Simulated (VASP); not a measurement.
# CdSe (zincblende type) (F-43m) in VASP: further runs

The runs below take CdSe (zincblende type) through single point, with LDA.

Program: VASP 6.6.1. These are calculated values, not measurements. Logs are shortened: lines on timing, memory, paths and dates and some standing lists are left out, and cuts for length are marked.

**1. The cell of the first run**

It takes space group F-43m (No. 216, cubic). Conventional cell: a = 5.886 Å, b = 5.886 Å, c = 5.886 Å, α = 90.00°, β = 90.00°, γ = 90.00°. Cd (site symmetry -43m) has 4 Se at 2.55 Å within 3.4 Å. Within 3.4 Å of Se (site symmetry -43m) lie 4 Cd at 2.55 Å.

**2. Single point, LDA (volume scaled by 0.94)**

INCAR

```
SYSTEM = CdSe
  ALGO = Normal
  EDIFF = 1E-6
  ENCUT = 500
  GGA = CA
  GGA_COMPAT = .FALSE.
  ISIF = 2
  ISMEAR = -1
  LASPH = .TRUE.
  LCHARG = .FALSE.
  LREAL = .FALSE.
  LWAVE = .FALSE.
  NBANDS = 16
  NELM = 120
  PREC = Accurate
  SIGMA = 0.05
```

KPOINTS

```
k-points
0
G
  11 11 11
  0 0 0
```

POSCAR

```
CdSe
1.0
    0.0000000000      2.9430465398      2.9430465398
    2.9430465398      0.0000000000      2.9430465398
    2.9430465398      2.9430465398      0.0000000000
Cd Se
1 1
Direct
    0.0000000000      0.0000000000      0.0000000000
    0.2500000000      0.2500000000      0.2500000000
```

Potentials or basis: VASP PAW LDA potentials, release 64 (Cd, Se).

Run with:

```sh
> cat potpaw_LDA.64/Cd/POTCAR potpaw_LDA.64/Se/POTCAR > POTCAR
> mpirun -np 1 vasp_std > vasp.out
```

OUTCAR:

```text
SYSTEM = CdSe
   EDIFF = 1E-6
   ENCUT = 500
   GGA = CA
   ISIF = 2
   ISMEAR = -1
   LASPH = .TRUE.
   LREAL = .FALSE.
   NELM = 120
   PREC = Accurate

 ion  position               nearest neighbor table
   1  0.000  0.000  0.000-   2 2.55   2 2.55   2 2.55   2 2.55
   2  0.250  0.250  0.250-   1 2.55   1 2.55   1 2.55   1 2.55

  LATTYP: Found a face centered cubic cell.
 ALAT       =     5.8860930796

  Lattice vectors:

 A1 = (   0.0000000000,   2.9430465398,   2.9430465398)
 A2 = (   2.9430465398,   0.0000000000,   2.9430465398)
 A3 = (   2.9430465398,   2.9430465398,   0.0000000000)

Analysis of symmetry for initial positions (statically):
=====================================================================
 Subroutine PRICEL returns:
 Original cell was already a primitive cell.

 Routine SETGRP: Setting up the symmetry group for a
 face centered cubic supercell.

 Subroutine GETGRP returns: Found 24 space group operations
 (whereof 24 operations were pure point group operations)
 out of a pool of 48 trial point group operations.

The static configuration has the point symmetry T_d .

Analysis of symmetry for dynamics (positions and initial velocities):
=====================================================================
 Subroutine PRICEL returns:
 Original cell was already a primitive cell.

 Routine SETGRP: Setting up the symmetry group for a
 face centered cubic supercell.

 Subroutine GETGRP returns: Found 24 space group operations
 (whereof 24 operations were pure point group operations)
 out of a pool of 48 trial point group operations.

The dynamic configuration has the point symmetry T_d .

 Subroutine INISYM returns: Found 24 space group operations
 (whereof 24 operations are pure point group operations),
 and found     1 'primitive' translations

----------------------------------------------------------------------------------------

                                     Primitive cell

  volume of cell :      50.9825

  direct lattice vectors                    reciprocal lattice vectors
     0.000000000  2.943046540  2.943046540    -0.169891979  0.169891979  0.169891979
     2.943046540  0.000000000  2.943046540     0.169891979 -0.169891979  0.169891979
     2.943046540  2.943046540  0.000000000     0.169891979  0.169891979 -0.169891979

  length of vectors
     4.162096331  4.162096331  4.162096331     0.294261539  0.294261539  0.294261539

  position of ions in fractional coordinates (direct lattice)
     0.000000000  0.000000000  0.000000000
     0.250000000  0.250000000  0.250000000

  ion indices of the primitive-cell ions
   primitive index   ion index
                 1           1
                 2           2

----------------------------------------------------------------------------------------

 KPOINTS: k-points

Automatic generation of k-mesh.
 Grid dimensions read from file:
 generate k-points for:   11   11   11

 Generating k-lattice:

  Cartesian coordinates                     Fractional coordinates (reciprocal lattice)
    -0.015444725  0.015444725  0.015444725     0.090909091  0.000000000  0.000000000
     0.015444725 -0.015444725  0.015444725     0.000000000  0.090909091  0.000000000
     0.015444725  0.015444725 -0.015444725     0.000000000  0.000000000  0.090909091

  Length of vectors
     0.026751049  0.026751049  0.026751049

  Shift w.r.t. Gamma in fractional coordinates (k-lattice)
     0.000000000  0.000000000  0.000000000

 Subroutine IBZKPT returns following result:
 ===========================================

 Found     56 irreducible k-points:

 Following reciprocal coordinates:
            Coordinates               Weight
  0.000000  0.000000  0.000000      1.000000
  0.090909  0.000000  0.000000      8.000000
  0.181818  0.000000  0.000000      8.000000
  0.272727  0.000000  0.000000      8.000000
  0.363636  0.000000  0.000000      8.000000
  0.454545  0.000000  0.000000      8.000000
[... 16 lines left out ...]
 -0.272727  0.181818  0.000000     24.000000
 -0.181818  0.181818  0.000000     12.000000
 [... further k-points ...]
   k-points           NKPTS =     56   k-points in BZ     NKDIM =     56   number of bands    NBANDS=     16
   number of dos      NEDOS =    301   number of ions     NIONS =      2
   total plane-waves  NPLWV =  27000
   dimension x,y,z NGX =    30 NGY =   30 NGZ =   30
   dimension x,y,z NGXF=    60 NGYF=   60 NGZF=   60
   ions per type =               1   1
   NGX,Y,Z   is equivalent  to a cutoff of  11.98, 11.98, 11.98 a.u.
   NGXF,Y,Z  is equivalent  to a cutoff of  23.97, 23.97, 23.97 a.u.
 SYSTEM =  CdSe
   PREC   = accura    normal or accurate (medium, high low for compatibility)
   ISTART =      0    job   : 0-new  1-cont  2-samecut
   ICHARG =      2    charge: 1-file 2-atom 10-const
   ISPIN  =      1    spin polarized calculation?
   LNONCOLLINEAR =      F non collinear calculations
   LSORBIT =      F    spin-orbit coupling
   LASPH  =      T    aspherical Exc in radial PAW
   ENCUT  =  500.0 eV  36.75 Ry    6.06 a.u.   7.59  7.59  7.59*2*pi/ulx,y,z
   NELM   =    120;   NELMIN=  2; NELMDL= -5     # of ELM steps
   EDIFF  = 0.1E-05   stopping-criterion for ELM
   LREAL  =      F    real-space projection
   EDIFFG = 0.1E-04   stopping-criterion for IOM
   NSW    =      0    number of steps for IOM
   IBRION =     -1    ionic relax: 0-MD 1-quasi-New 2-CG
   NFREE  =      0    steps in history (QN), initial steepest desc. (CG)
   ISIF   =      2    stress and relaxation
   ISYM   =      2    0-nonsym 1-usesym 2-fastsym
   POTIM  = 0.5000    time-step for ionic-motion
   TEBEG  =    0.0;   TEEND  =   0.0 temperature during run
   PSTRESS=    0.0 pullay stress
   NELECT =      18.0000    total number of electrons
   NUPDOWN=      -1.0000    fix difference up-down
   EMIN   =  10.00;   EMAX   =-10.00  energy-range for DOS
   EFERMI =   0.00;   METHOD = LEGACY
   ISMEAR =    -1;   SIGMA  =   0.05  broadening in eV -4-tet -1-fermi 0-gaus
   EFERMI_NEDOS =   21; number of points for ismear=-14 and -15
   IALGO  =     38    algorithm
   IMIX   =      4    mixing-type and parameters
     AMIX     =   0.40;   BMIX     =  1.00
     AMIX_MAG =   1.60;   BMIX_MAG =  1.00
  volume/ion in A,a.u.               =      25.49       172.02
  Fermi-wavevector in a.u.,A,eV,Ry     =   1.157067  2.186540 18.215537  1.338804
  Thomas-Fermi vector in A             =   2.293682
   LORBIT       =      0    0 simple, 1 ext, 2 COOP (PROOUT), +10 PAW based schemes
   GGA     = CA    functional components
   LHFCALC =     F    Hartree Fock is set to
   AEXX    =    0.0000 exact exchange contribution
   IVDW    =     0    specifies the selected vdW correction
   LEPSILON=     F    determine dielectric tensor
   LRPA    =     F    only Hartree local field effects (RPA)
 non-spin polarized calculation
  energy-cutoff  :      500.00
  volume of cell :       50.98
 maximum number of plane-waves:      1313
   NGX = 15   NGY = 15   NGZ = 15

 number of electron      17.9999993 magnetization

 Free energy of the ion-electron system (eV)
  ---------------------------------------------------
  ext. energy  EPLUGINS =         0.00000000
  ---------------------------------------------------
  free energy    TOTEN  =        -6.71195552 eV

  energy without entropy =       -6.71194499  energy(sigma->0) =       -6.71195026

 E-fermi :   2.0052     XC(G=0):  -9.7325

 val. band max:        1.6735838148   @ k =   0.0000   0.0000   0.0000
 cond. band min:       2.2366108396   @ k =   0.0000   0.0000   0.0000
 fundamental gap:      0.5630270248
 Fermi energy:         2.0051599225

 k-point     1 :       0.0000    0.0000    0.0000
  band No.  band energies     occupation
      1     -11.5836      2.00000
      2      -6.6806      2.00000
      3      -6.6806      2.00000
      4      -6.6806      2.00000
      5      -6.1837      2.00000
      6      -6.1837      2.00000
[... 8 lines left out ...]
     15      12.9920      0.00000
     16      12.9920      0.00000

 k-point     2 :       0.0909    0.0000    0.0000
  band No.  band energies     occupation
      1     -11.5468      2.00000
      2      -6.6683      2.00000
      3      -6.6683      2.00000
      4      -6.6549      2.00000
      5      -6.1848      2.00000
      6      -6.1848      2.00000
[... 8 lines left out ...]
     15      12.3107      0.00000
     16      12.3107      0.00000

 k-point     3 :       0.1818    0.0000    0.0000
  band No.  band energies     occupation
      1     -11.4471      2.00000
      2      -6.6368      2.00000
      3      -6.6368      2.00000
      4      -6.5664      2.00000
      5      -6.1854      2.00000
      6      -6.1854      2.00000
[... 8 lines left out ...]
     15      11.7879      0.00000
     16      12.0845      0.00000

 k-point     4 :       0.2727    0.0000    0.0000
  band No.  band energies     occupation
      1     -11.3146      2.00000
      2      -6.6002      2.00000
      3      -6.6002      2.00000
      4      -6.3903      2.00000
      5      -6.1797      2.00000
      6      -6.1797      2.00000
[... 8 lines left out ...]
     15      11.8894      0.00000
     16      11.8894      0.00000

 k-point     5 :       0.3636    0.0000    0.0000
  band No.  band energies     occupation
      1     -11.1915      2.00000
      2      -6.5728      2.00000
      3      -6.5728      2.00000
      4      -6.1663      2.00000
      5      -6.1663      2.00000
      6      -6.1214      2.00000
[... 8 lines left out ...]
     15      12.6520      0.00000
     16      12.6520      0.00000

 k-point     6 :       0.4545    0.0000    0.0000
  band No.  band energies     occupation
      1     -11.1181      2.00000
      2      -6.5598      2.00000
      3      -6.5598      2.00000
      4      -6.1541      2.00000
      5      -6.1541      2.00000
      6      -5.8567      2.00000
[... 8 lines left out ...]
     15      13.7623      0.00000
     16      13.7623      0.00000

 k-point     7 :       0.0909    0.0909    0.0000
  band No.  band energies     occupation
      1     -11.5346      2.00000
      2      -6.6605      2.00000
      3      -6.6571      2.00000
      4      -6.6571      2.00000
      5      -6.1930      2.00000
      6      -6.1775      2.00000
[... 8 lines left out ...]
     15      12.3582      0.00000
     16      13.0603      0.00000

 k-point     8 :       0.1818    0.0909    0.0000
  band No.  band energies     occupation
      1     -11.4559      2.00000
      2      -6.6394      2.00000
      3      -6.6253      2.00000
      4      -6.5927      2.00000
      5      -6.2002      2.00000
      6      -6.1719      2.00000
[... 8 lines left out ...]
     15      12.6708      0.00000
     16      12.9541      0.00000

 k-point     9 :       0.2727    0.0909    0.0000
  band No.  band energies     occupation
      1     -11.3343      2.00000
      2      -6.6066      2.00000
      3      -6.5866      2.00000
      4      -6.4511      2.00000
      5      -6.1963      2.00000
      6      -6.1647      2.00000
[... 8 lines left out ...]
     15      12.5495      0.00000
     16      12.5745      0.00000
[... 172 lines left out ...]
 k-point    19 :       0.3636    0.1818    0.0000
  band No.  band energies     occupation
      1     -11.1869      2.00000
      2      -6.5510      2.00000
      3      -6.5114      2.00000
      4      -6.3440      2.00000
      5      -6.1422      2.00000
      6      -6.1234      2.00000
[... 8 lines left out ...]
     15      13.6340      0.00000
     16      13.7813      0.00000

 k-point    20 :       0.4545    0.1818    0.0000
  band No.  band energies     occupation
      1     -11.0944      2.00000
      2      -6.5362      2.00000
      3      -6.4931      2.00000
      4      -6.2593      2.00000
      5      -6.1407      2.00000
      6      -5.9048      2.00000
[... 8 lines left out ...]
     15      13.8433      0.00000
     16      14.3468      0.00000

 k-point    21 :      -0.4545    0.1818    0.0000
  band No.  band energies     occupation
      1     -11.0538      2.00000
      2      -6.5306      2.00000
      3      -6.4928      2.00000
      4      -6.2128      2.00000
      5      -6.1536      2.00000
      6      -5.7291      2.00000
[... 8 lines left out ...]
     15      13.6107      0.00000
     16      13.7492      0.00000

 k-point    22 :      -0.3636    0.1818    0.0000
  band No.  band energies     occupation
      1     -11.0778      2.00000
      2      -6.5312      2.00000
      3      -6.5091      2.00000
      4      -6.1952      2.00000
      5      -6.1781      2.00000
      6      -5.8194      2.00000
[... 8 lines left out ...]
     15      12.4981      0.00000
     16      13.8149      0.00000

 k-point    23 :      -0.2727    0.1818    0.0000
  band No.  band energies     occupation
      1     -11.1587      2.00000
      2      -6.5417      2.00000
      3      -6.5403      2.00000
      4      -6.2316      2.00000
      5      -6.1994      2.00000
      6      -6.0407      2.00000
[... 8 lines left out ...]
     15      13.2621      0.00000
     16      14.3962      0.00000

 k-point    24 :      -0.1818    0.1818    0.0000
  band No.  band energies     occupation
      1     -11.2709      2.00000
      2      -6.5842      2.00000
      3      -6.5642      2.00000
      4      -6.3733      2.00000
      5      -6.2060      2.00000
      6      -6.1398      2.00000
[... 8 lines left out ...]
     15      12.7699      0.00000
     16      14.0872      0.00000

 [... further k-points ...]

------------------------ aborting loop because EDIFF is reached ----------------------------------------

  FORCE on cell =-STRESS in cart. coord.  units (eV):
  Direction    XX          YY          ZZ          XY          YZ          ZX
  --------------------------------------------------------------------------------------
  -------------------------------------------------------------------------------------
  Total        1.5100587      1.5100587      1.5100587      0.0000000      0.0000000     -0.0000000
  in kB       47.4551139     47.4551139     47.4551139      0.0000000      0.0000000     -0.0000000
  external PRESSURE =      47.4551139 kB  Pullay stress =       0.0000000 kB

 VOLUME and BASIS-vectors are now :
 -----------------------------------------------------------------------------
  energy-cutoff  :      500.00
  volume of cell :       50.98
      direct lattice vectors                 reciprocal lattice vectors
     0.000000000  2.943046540  2.943046540    -0.169891979  0.169891979  0.169891979
     2.943046540  0.000000000  2.943046540     0.169891979 -0.169891979  0.169891979
     2.943046540  2.943046540  0.000000000     0.169891979  0.169891979 -0.169891979

 POSITION                                       TOTAL-FORCE (eV/Angst)
 -----------------------------------------------------------------------------------
      0.00000      0.00000      0.00000        -0.000000     -0.000000     -0.000000
      1.47152      1.47152      1.47152         0.000000      0.000000      0.000000
 -----------------------------------------------------------------------------------
    total drift:                                0.000000      0.000000      0.000000

  FREE ENERGIE OF THE ION-ELECTRON SYSTEM (eV)
  ---------------------------------------------------
  free  energy   TOTEN  =        -6.7119555166 eV

  energy  without entropy=       -6.7119449936  energy(sigma->0) =       -6.71195026
```

Wall time 21 s (1 thread of AMD EPYC 9R45 (Zen 5), shared host); peak memory 0.15 GiB.

What came out:

```
Free energy            : -6.7120 eV
Pressure               : 4.7 GPa
Band gap on the k mesh : 0.56 eV, direct
```

Caveat: the cell differs from its parent crystal (volume scaled by 0.94).

**3. Single point, LDA**

This run uses another cell than the first one, of 27.12 Å³/atom, 1.064 times its volume.

INCAR

```
PREC = Accurate
ENCUT = 500
EDIFF = 1E-6
ISMEAR = -1
SIGMA = 0.05
LREAL = F
LASPH = T
NELM = 120
ALGO = Normal
ISIF = 2
LWAVE = F
LCHARG = F
NBANDS = 16
GGA_COMPAT = F
```

KPOINTS

```
Automatic mesh
0
Gamma
  11 11 11
```

POSCAR

```
CdSe
1.0
    0.0000000000      3.0043775770      3.0043775770
    3.0043775770      0.0000000000      3.0043775770
    3.0043775770      3.0043775770      0.0000000000
Cd Se
1 1
Direct
    0.0000000000      0.0000000000      0.0000000000
    0.2500000000      0.2500000000      0.2500000000
```

Potentials or basis: VASP PAW LDA potentials, release 64 (Cd, Se).

Run with:

```sh
> cat potpaw_LDA.64/Cd/POTCAR potpaw_LDA.64/Se/POTCAR > POTCAR
> mpirun -np 1 vasp_std > vasp.out
```

Wall time 22 s (1 thread of AMD EPYC 9R45 (Zen 5), shared host); peak memory 0.15 GiB.

The run converged. Its results:

- Free energy: -6.7625 eV
- Pressure: 0.5 GPa
- Band gap on the k mesh: 0.44 eV, direct

Levels at points of the mesh, in eV from the valence-band top:
```tsv
k point	band 6	band 7	band 8	band 9	band 10	band 11	band 12	band 13
(0.00, 0.00, 0.00)	-7.67	0.00	0.00	0.00	0.44	5.80	5.80	5.80
```
